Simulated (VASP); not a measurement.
# SnO2 (P1) in VASP: a series of runs

The runs below take SnO2 through single point, with r2SCAN.

All numbers are computed with VASP 6.6.1; they aren't measurements. Logs are shortened: lines on timing, memory, paths and dates and some standing lists are left out, and cuts for length are marked.

## Step 1: The cell of the first run

The typed cell holds 24 atoms: a = 7.181 Å, b = 7.181 Å, c = 7.181 Å, α = 60.00°, β = 60.00°, γ = 60.00°.

## Step 2: Single point, r2SCAN

The input, POSCAR:

```
SnO2
1.0
    0.0000000000      5.0778000000      5.0778000000
    5.0778000000      0.0000000000      5.0778000000
    5.0778000000      5.0778000000      0.0000000000
Sn O
8 16
Direct
    0.0015685927      0.0192455394      0.0173951317
    0.0024684903      0.0019665012      0.5166346646
   -0.0038327622      0.5007562330     -0.0071156800
   -0.0007517035      0.4840606168      0.4963377841
    0.5078726023      0.0052677341     -0.0112691520
    0.4853248454      0.0185742841      0.4797980425
    0.4787160778      0.5186587695     -0.0062285832
    0.5040274331      0.5134448974      0.5062943598
    0.1547422112      0.1592228918      0.0968257907
    0.3505172516      0.3726228879      0.3324944858
    0.1420691047      0.0843614361      0.6676882705
    0.3631346252      0.4360910237      0.8487699397
    0.0829014534      0.6821907125      0.1011938241
    0.3587339990      0.9001645398      0.3643643901
    0.1452034346      0.6165853322      0.5807780929
    0.4019284927      0.8476780299      0.9223387097
    0.6426369688      0.1204826894      0.0886901808
    0.9116312182      0.3287931781      0.4175286541
    0.5932392965      0.1662451258      0.6310607940
    0.8603747686      0.3946104612      0.8709137816
    0.6637873685      0.5608892631      0.1686227303
    0.8627359289      0.9195577809      0.3838125763
    0.6311535508      0.6476603056      0.6136499074
    0.8535601048      0.8547474300      0.8636827957
```

The input, INCAR.step1:

```
PREC = Accurate
ENCUT = 580
ISMEAR = -1
SIGMA = 0.112
LREAL = F
LASPH = T
NELM = 120
NBANDS = 122
GGA = PE
ALGO = Normal
EDIFF = 1E-5
LWAVE = T
LCHARG = F
GGA_COMPAT = F
```

The input, INCAR.step2:

```
PREC = Accurate
ENCUT = 580
EDIFF = 1E-6
ISMEAR = -1
SIGMA = 0.112
LREAL = F
LASPH = T
NELM = 120
ALGO = Normal
ISIF = 2
LWAVE = F
LCHARG = F
METAGGA = R2SCAN
LMIXTAU = T
NBANDS = 122
ISTART = 1
GGA_COMPAT = F
```

The input, KPOINTS:

```
regular mesh
0
Gamma
  2 2 2
```

Potentials or basis: VASP PAW PBE potentials, release 64 (Sn_d, O).

On the command line:

```bash
$ cat potpaw_PBE.64/Sn_d/POTCAR potpaw_PBE.64/O/POTCAR > POTCAR
$ cp INCAR.step1 INCAR
$ mpirun -np 1 vasp_std > vasp.out
$ cp INCAR.step2 INCAR
$ mpirun -np 1 vasp_std > vasp.out
```

OUTCAR:

```text
PREC = Accurate
   ENCUT = 580
   EDIFF = 1E-6
   ISMEAR = -1
   LREAL = F
   LASPH = T
   NELM = 120
   ISIF = 2
   METAGGA = R2SCAN
   ISTART = 1

 ion  position               nearest neighbor table
   1  0.002  0.019  0.017-  13 2.01  11 2.08  17 2.15  22 2.15   9 2.20  20 2.21  16 2.36  24 2.73
                             3 3.35   5 3.49   7 3.52   2 3.53   6 3.53   4 3.56   2 3.66   4 3.66
   2  0.002  0.002  0.517-  18 1.92  24 2.07  22 2.09  14 2.10  11 2.20  15 2.30  19 2.41   9 2.47
                             4 3.38   6 3.40   5 3.47   3 3.51   1 3.53   8 3.56   8 3.63   1 3.66
   3  0.996  0.501  0.993-  21 1.99   9 2.02  24 2.09  20 2.14  12 2.18  13 2.24  15 2.42  18 2.51
                             1 3.35   2 3.51   7 3.53   5 3.57   4 3.57   8 3.58   8 3.62   4 3.62
   4  0.999  0.484  0.496-  18 1.91  10 2.08  15 2.14  23 2.18  20 2.21  13 2.36  11 2.36  22 2.57
                             2 3.38   6 3.42   8 3.42   7 3.53   1 3.56   3 3.57   3 3.62   1 3.66
   5  0.508  0.005  0.989-  16 1.96  24 2.05  17 2.06   9 2.08  19 2.12  14 2.21  12 2.53  21 2.62
                             2 3.47   1 3.49   6 3.50   8 3.56   3 3.57   7 3.59   7 3.60   3 3.62
   6  0.485  0.019  0.480-  11 2.07  10 2.10  14 2.11  23 2.18  22 2.24  17 2.30  19 2.39  16 2.63
                             2 3.40   4 3.42   8 3.47   5 3.50   1 3.53   7 3.54   7 3.64   1 3.68
   7  0.479  0.519  0.994-  16 1.98  10 2.01  12 2.02  23 2.24  20 2.24  13 2.33  17 2.35  21 2.43
                             8 3.43   1 3.52   4 3.53   3 3.53   6 3.54   5 3.59   5 3.60   6 3.64
   8  0.504  0.513  0.506-  12 2.02  21 2.02  19 2.04  15 2.14  23 2.16  14 2.27  18 2.41  10 2.75
                             4 3.42   7 3.43   6 3.47   2 3.56   5 3.56   3 3.58   3 3.62   2 3.63
   9  0.155  0.159  0.097-   3 2.02   5 2.08   1 2.20   2 2.47
  10  0.351  0.373  0.332-   7 2.01   4 2.08   6 2.10   8 2.75
  11  0.142  0.084  0.668-   6 2.07   1 2.08   2 2.20   4 2.36
  12  0.363  0.436  0.849-   8 2.02   7 2.02   3 2.18   5 2.53
  13  0.083  0.682  0.101-   1 2.01   3 2.24   7 2.33   4 2.36
  14  0.359  0.900  0.364-   2 2.10   6 2.11   5 2.21   8 2.27
[... 8 lines left out ...]
  23  0.631  0.648  0.614-   8 2.16   4 2.18   6 2.18   7 2.24
  24  0.854  0.855  0.864-   5 2.05   2 2.07   3 2.09   1 2.73

  LATTYP: Found a face centered cubic cell.
 ALAT       =    10.1556000000

  Lattice vectors:

 A1 = (   0.0000000000,   5.0778000000,   5.0778000000)
 A2 = (   5.0778000000,   0.0000000000,   5.0778000000)
 A3 = (   5.0778000000,   5.0778000000,   0.0000000000)

Analysis of symmetry for initial positions (statically):
=====================================================================
 Subroutine PRICEL returns:
 Original cell was already a primitive cell.

 Routine SETGRP: Setting up the symmetry group for a
 face centered cubic supercell.

 Subroutine GETGRP returns: Found  1 space group operations
 (whereof  1 operations were pure point group operations)
 out of a pool of 48 trial point group operations.
[... 155 lines left out ...]
   EMIN   =  10.00;   EMAX   =-10.00  energy-range for DOS
   EFERMI =   0.00;   METHOD = LEGACY
   ISMEAR =    -1;   SIGMA  =   0.11  broadening in eV -4-tet -1-fermi 0-gaus
   EFERMI_NEDOS =   21; number of points for ismear=-14 and -15
   IALGO  =     38    algorithm
   IMIX   =      4    mixing-type and parameters
     AMIX     =   0.40;   BMIX     =  1.00
     AMIX_MAG =   1.60;   BMIX_MAG =  1.00
  volume/ion in A,a.u.               =      10.91        73.63
  Fermi-wavevector in a.u.,A,eV,Ry     =   1.516155  2.865118 31.276078  2.298727
  Thomas-Fermi vector in A             =   2.625583
   LORBIT       =      0    0 simple, 1 ext, 2 COOP (PROOUT), +10 PAW based schemes
   METAGGA = R2SCAN    functional components
   LHFCALC =     F    Hartree Fock is set to
   AEXX    =    0.0000 exact exchange contribution
   IVDW    =     0    specifies the selected vdW correction
   LEPSILON=     F    determine dielectric tensor
   LRPA    =     F    only Hartree local field effects (RPA)
 non-spin polarized calculation
  energy-cutoff  :      580.00
  volume of cell :      261.85
 maximum number of plane-waves:      8363
   NGX = 29   NGY = 29   NGZ = 29

 number of electron     207.9999996 magnetization

 Free energy of the ion-electron system (eV)
  ---------------------------------------------------
  ext. energy  EPLUGINS =         0.00000000
  ---------------------------------------------------
  free energy    TOTEN  =      -330.99228548 eV

  energy without entropy =     -330.98748468  energy(sigma->0) =     -330.98988508

 E-fermi :   8.1317     XC(G=0): -12.7074

 val. band max:        7.4808728225   @ k =   0.5000   0.5000   0.0000
 cond. band min:       8.6176884359   @ k =   0.0000   0.0000   0.0000
 fundamental gap:      1.1368156134
 Fermi energy:         8.1317197238

 k-point     1 :       0.0000    0.0000    0.0000
  band No.  band energies     occupation
      1     -14.7252      2.00000
      2     -14.5597      2.00000
      3     -14.4673      2.00000
      4     -14.4328      2.00000
      5     -14.3628      2.00000
      6     -14.3466      2.00000
[... 941 lines left out ...]
    115      15.6429      0.00000
    116      15.7543      0.00000
 [bands above 116 left out]

------------------------ aborting loop because EDIFF is reached ----------------------------------------

  FORCE on cell =-STRESS in cart. coord.  units (eV):
  Direction    XX          YY          ZZ          XY          YZ          ZX
  --------------------------------------------------------------------------------------
  -------------------------------------------------------------------------------------
  Total       13.4671928     14.4353362      9.1198180      1.1170903     -1.1524348      5.2045283
  in kB       82.4006980     88.3244038     55.8007432      6.8350561     -7.0513162     31.8445555
  external PRESSURE =      75.5086150 kB  Pullay stress =       0.0000000 kB

 VOLUME and BASIS-vectors are now :
 -----------------------------------------------------------------------------
  energy-cutoff  :      580.00
  volume of cell :      261.85
      direct lattice vectors                 reciprocal lattice vectors
     0.000000000  5.077800000  5.077800000    -0.098467840  0.098467840  0.098467840
     5.077800000  0.000000000  5.077800000     0.098467840 -0.098467840  0.098467840
     5.077800000  5.077800000  0.000000000     0.098467840  0.098467840 -0.098467840

 POSITION                                       TOTAL-FORCE (eV/Angst)
 -----------------------------------------------------------------------------------
      0.18605      0.09629      0.10569         0.578614     -0.027619     -0.080469
      2.63335      2.63590      0.02252        -1.831446      0.452621     -2.597842
      7.58441     10.10001      7.60108         0.095981     -0.380438      1.947193
      4.97827      7.59429      7.53195         2.862664      1.169155      2.735726
      5.04733      7.59945      2.60562         0.445527      0.304565      0.822024
      2.53064      4.90070      2.55870        -0.425726      1.780212      1.675464
[... 16 lines left out ...]
      6.40468      6.32086      6.49356        -0.713925     -1.291587      0.912613
      8.72585      8.71982      8.67444        -1.491459     -0.923709      0.472603
 -----------------------------------------------------------------------------------
    total drift:                               -0.003146      0.007008     -0.003103

  FREE ENERGIE OF THE ION-ELECTRON SYSTEM (eV)
  ---------------------------------------------------
  free  energy   TOTEN  =      -330.9922854795 eV

  energy  without entropy=     -330.9874846801  energy(sigma->0) =     -330.98988508
```

Run time: 18 min. Hardware: 1 thread of Intel Xeon 6975P-C (Granite Rapids), shared host; peak memory 0.54 GiB.

Results:

```yaml
Free_energy: -330.9923 eV
Pressure: 7.6 GPa
Largest_force: 4.129 eV/Å
Band_gap_on_the_k_mesh: 1.14 eV (least direct gap 1.15 eV)
```

Forces on the atoms (eV/Å):
```
Sn   0.579 -0.028 -0.080
Sn  -1.831  0.453 -2.598
Sn   0.096 -0.380  1.947
Sn   2.863  1.169  2.736
Sn   0.446  0.305  0.822
Sn  -0.426  1.780  1.675
Sn  -0.853  1.160  0.589
Sn  -0.311 -0.955 -0.115
O   -0.441 -1.316 -1.137
O   -0.469  0.562 -0.934
O    0.616  0.942  0.033
O    1.404  0.611 -0.723
O    0.164  1.466 -1.619
O   -0.511  0.861  0.067
O   -0.075  0.485 -0.158
O   -0.238 -0.946 -0.594
O    0.369  0.507 -0.001
O    0.328 -2.074  0.498
O   -0.303 -1.040 -1.047
O   -0.847  0.016 -0.136
O    1.730 -0.184 -1.196
O   -0.083 -1.178  0.587
O   -0.714 -1.292  0.913
O   -1.491 -0.924  0.473
```

Stress tensor (GPa, compression positive):
```
 8.24  0.68  3.18
 0.68  8.83 -0.71
 3.18 -0.71  5.58
```

Caveat: the k points lie up to 0.54 Å⁻¹ apart; the atoms stand as in a frame of molecular dynamics; the PAW data sets were made with another functional, which shifts forces and pressure a little; spin-orbit coupling is left out, which moves the levels of the heavy elements.

## Step 3: Single point, r2SCAN

This run uses another cell than the first one, of 11.40 Å³/atom.

The input, POSCAR:

```
SnO2
1.0
    0.0000000000      5.1529760000      5.1529760000
    5.1529760000      0.0000000000      5.1529760000
    5.1529760000      5.1529760000      0.0000000000
Sn O
8 16
Direct
    0.0082448472      0.0400361849      0.0245560041
    0.0202356852      0.0108898237      0.5201693158
   -0.0061021049      0.5501556770     -0.0226244019
   -0.0247342507      0.4932931960      0.5311354060
    0.5093016152     -0.0031577869     -0.0318658577
    0.5067341668      0.0441381834      0.4827387125
    0.4985072704      0.5085682526      0.0258743685
    0.5111734462      0.5507587266      0.4933883837
    0.1302609405      0.2278472673      0.0783214399
    0.3182232947      0.3394166788      0.3031341501
    0.1522639539      0.0861708846      0.6755798009
    0.3544654584      0.5544176802      0.8085354948
   -0.0014074391      0.6974764680      0.1185292732
    0.3655283859      0.9110356811      0.3432719267
    0.1392494357      0.6419884354      0.5580138545
    0.3494117768      0.8300272503      0.9675635012
    0.6691315853      0.1055180540      0.0414558500
    0.8103189303      0.3386464443      0.5388371690
    0.4916991657      0.2152212624      0.6362818302
    0.8279218650      0.3904635884      0.8794588797
    0.6526064744      0.5502710473      0.1751835250
    0.8428916611      1.0589832943      0.3348479597
    0.6643820969      0.7195931050      0.5414207246
    0.8083314380      0.8531697994      0.7839558150
```

The input, INCAR.step1:

```
PREC = Accurate
ENCUT = 580
ISMEAR = -1
SIGMA = 0.112
LREAL = False
LASPH = True
NELM = 120
NBANDS = 122
GGA = PE
ALGO = Normal
EDIFF = 1E-5
LWAVE = True
LCHARG = False
GGA_COMPAT = False
```

The input, INCAR.step2:

```
PREC = Accurate
ENCUT = 580
EDIFF = 1E-6
ISMEAR = -1
SIGMA = 0.112
LREAL = False
LASPH = True
NELM = 120
ALGO = Normal
ISIF = 2
LWAVE = False
LCHARG = False
METAGGA = R2SCAN
LMIXTAU = True
NBANDS = 122
ISTART = 1
GGA_COMPAT = False
```

The input, KPOINTS:

```
Automatic mesh
0
Gamma
  2 2 2
```

Potentials or basis: VASP PAW PBE potentials, release 64 (Sn_d, O).

On the command line:

```bash
$ cat potpaw_PBE.64/Sn_d/POTCAR potpaw_PBE.64/O/POTCAR > POTCAR
$ cp INCAR.step1 INCAR
$ mpirun -np 1 vasp_std > vasp.out
$ cp INCAR.step2 INCAR
$ mpirun -np 1 vasp_std > vasp.out
```

OUTCAR:

```text
PREC = Accurate
   ENCUT = 580
   EDIFF = 1E-6
   ISMEAR = -1
   LREAL = False
   LASPH = True
   NELM = 120
   ISIF = 2
   METAGGA = R2SCAN
   ISTART = 1

 ion  position               nearest neighbor table
   1  0.008  0.040  0.025-  22 2.00  16 2.12  11 2.12  20 2.17   9 2.22  17 2.22  13 2.26   5 3.33
                             4 3.48   6 3.51   3 3.51   2 3.55   7 3.57   7 3.73   2 3.74
   2  0.020  0.011  0.520-  24 2.00  14 2.09  22 2.11  18 2.13  11 2.18  15 2.29   9 2.67   3 3.35
                             4 3.40   8 3.47   5 3.52   6 3.54   1 3.55   1 3.74
   3  0.994  0.550  0.977-  13 1.84   9 1.93  24 2.12  21 2.16  12 2.29  15 2.52  20 2.54   2 3.35
                             5 3.41   1 3.51   4 3.55   7 3.60   8 3.65   8 3.65   7 3.72
   4  0.975  0.493  0.531-  18 1.99  23 2.02  20 2.08  15 2.09  10 2.27  11 2.45  13 2.56   8 3.33
[... 1205 lines left out ...]

 VOLUME and BASIS-vectors are now :
 -----------------------------------------------------------------------------
  energy-cutoff  :      580.00
  volume of cell :      273.66
      direct lattice vectors                 reciprocal lattice vectors
     0.000000000  5.152976000  5.152976000    -0.097031308  0.097031308  0.097031308
     5.152976000  0.000000000  5.152976000     0.097031308 -0.097031308  0.097031308
     5.152976000  5.152976000  0.000000000     0.097031308  0.097031308 -0.097031308

 POSITION                                       TOTAL-FORCE (eV/Angst)
 -----------------------------------------------------------------------------------
      0.33284      0.16902      0.24879        -0.809491     -1.672603     -1.544967
      2.73654      2.78469      0.16039        -0.770147     -1.273569      0.879962
      7.87133     10.15792      7.95647        -2.831455     -2.014870      0.078798
      5.27886      7.76245      7.56745        -0.714798      0.522487      1.869999
     10.12548      7.61319      7.76112         3.669589     -0.186243      0.706805
      2.71498      5.09873      2.83863        -1.028456     -1.271909      0.161933
[... 16 lines left out ...]
      6.49797      6.21347      7.13159         0.484192     -0.136670      0.258487
      8.43607      8.20502      8.56168        -0.465798      1.228521     -0.419224
 -----------------------------------------------------------------------------------
    total drift:                               -0.000616     -0.002984     -0.002940

  FREE ENERGIE OF THE ION-ELECTRON SYSTEM (eV)
  ---------------------------------------------------
  free  energy   TOTEN  =      -330.5897003231 eV

  energy  without entropy=     -330.5614496896  energy(sigma->0) =     -330.57557501
```

OUTCAR.step1:

```text
PREC = Accurate
   ENCUT = 580
   ISMEAR = -1
   LREAL = False
   LASPH = True
   NELM = 120
[... 1233 lines left out ...]
      2.71498      5.09873      2.83863        -0.975160     -1.181864      0.110056
[... 16 lines left out ...]
      6.49797      6.21347      7.13159         0.428991     -0.111376      0.095970
      8.43607      8.20502      8.56168        -0.582564      1.071219     -0.501263
 -----------------------------------------------------------------------------------
    total drift:                                0.000244      0.001191      0.000903

  FREE ENERGIE OF THE ION-ELECTRON SYSTEM (eV)
  ---------------------------------------------------
  free  energy   TOTEN  =      -141.6498487471 eV

  energy  without entropy=     -141.5705256510  energy(sigma->0) =     -141.61018720
```

OSZICAR.step1:

```text
N       E                     dE             d eps       ncg     rms          rms(c)
DAV:   1     0.413638932281E+04    0.41364E+04   -0.92200E+04  2240   0.295E+03
DAV:   2     0.954813430992E+03   -0.31816E+04   -0.30184E+04  1952   0.958E+02
DAV:   3    -0.425082845693E+02   -0.99732E+03   -0.94695E+03  2140   0.350E+02
DAV:   4    -0.162416446755E+03   -0.11991E+03   -0.11689E+03  2300   0.133E+02
DAV:   5    -0.167517969834E+03   -0.51015E+01   -0.50418E+01  2232   0.274E+01    0.314E+01
DAV:   6    -0.140931305919E+03    0.26587E+02   -0.94430E+01  3080   0.791E+01    0.107E+01
DAV:   7    -0.141824885747E+03   -0.89358E+00   -0.13770E+01  2168   0.117E+01    0.670E+00
DAV:   8    -0.141724760902E+03    0.10012E+00   -0.16225E+00  2712   0.749E+00    0.223E+00
DAV:   9    -0.141659628672E+03    0.65132E-01   -0.24835E-01  2920   0.356E+00    0.888E-01
DAV:  10    -0.141647447014E+03    0.12182E-01   -0.13415E-01  3000   0.207E+00    0.319E-01
DAV:  11    -0.141649142121E+03   -0.16951E-02   -0.21500E-02  2224   0.687E-01    0.240E-01
DAV:  12    -0.141649823207E+03   -0.68109E-03   -0.25454E-03  2976   0.311E-01    0.134E-01
DAV:  13    -0.141649854066E+03   -0.30859E-04   -0.12648E-03  2784   0.201E-01    0.405E-02
DAV:  14    -0.141649847687E+03    0.63787E-05   -0.14821E-04  2472   0.722E-02    0.195E-02
DAV:  15    -0.141649848747E+03   -0.10599E-05   -0.34010E-05  1760   0.287E-02
   1 F= -.14164985E+03 E0= -.14161019E+03  d E =-.793231E-01
```

Wall time 13 min (1 thread of Intel Xeon 6975P-C (Granite Rapids), shared host); peak memory 0.65 GiB.

What came out:

* Free energy: -330.5897 eV
* Pressure: 2.6 GPa
* Largest force: 4.947 eV/Å
* Band gap on the k mesh: 0.65 eV (least direct gap 0.71 eV)

Forces on the atoms (eV/Å):
```
Sn  -0.809 -1.673 -1.545
Sn  -0.770 -1.274  0.880
Sn  -2.831 -2.015  0.079
Sn  -0.715  0.522  1.870
Sn   3.670 -0.186  0.707
Sn  -1.028 -1.272  0.162
Sn  -2.703 -1.104 -1.204
Sn   1.021 -0.328 -1.174
O   -2.358  1.290  0.103
O    1.303  0.084 -0.453
O    0.090 -0.137 -0.510
O    0.567  0.469 -1.073
O    4.135  2.367  1.331
O   -0.003  0.001 -0.376
O   -1.063  0.180 -0.527
O    2.087 -0.096  1.505
O    0.482  0.034 -0.530
O   -2.399  0.758  0.141
O    1.191  0.540 -1.027
O   -0.562  0.600  2.563
O    1.044  0.048  0.364
O   -0.367  0.098 -1.126
O    0.484 -0.137  0.258
O   -0.466  1.229 -0.419
```

Stress tensor (GPa, compression positive):
```
 3.60 -1.01 -0.66
-1.01  0.10 -3.97
-0.66 -3.97  4.11
```

Caveat: the k points lie up to 0.53 Å⁻¹ apart; the atoms stand as in a frame of molecular dynamics; the PAW data sets were made with another functional, which shifts forces and pressure a little; spin-orbit coupling is left out, which moves the levels of the heavy elements. A k mesh can miss the band edges.
